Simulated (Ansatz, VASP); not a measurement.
**I: VASP beside Ansatz**

```
I
1.0
    -1.99558    1.99558    1.99558
     1.99558   -1.99558    1.99558
     1.99558    1.99558   -1.99558
I
1
Direct
  0.00000 0.00000 0.00000
```

Alike in both runs: task single point; functional LDA; k mesh 13 × 13 × 13; occupations fermi-dirac, width 0.08 eV; no spin polarisation.

|  | VASP | Ansatz |
| --- | --- | --- |
| version | VASP 6.6.1 | Ansatz 0.2.0 |
| potentials or method | VASP PAW LDA potentials, release 64 (I), cutoff 520 eV | all-electron LAPW, scalar-relativistic |

|  | VASP | Ansatz | Ansatz less VASP |
| --- | --- | --- | --- |
| pressure (GPa) | 0.0 | 0.0 | +0.02 |

LDA's correlation is that of Perdew and Zunger in VASP and of Perdew and Wang (1992) in Ansatz. Ansatz ran all-electron here, and VASP with PAW potentials.

Neither program's run includes spin-orbit coupling.
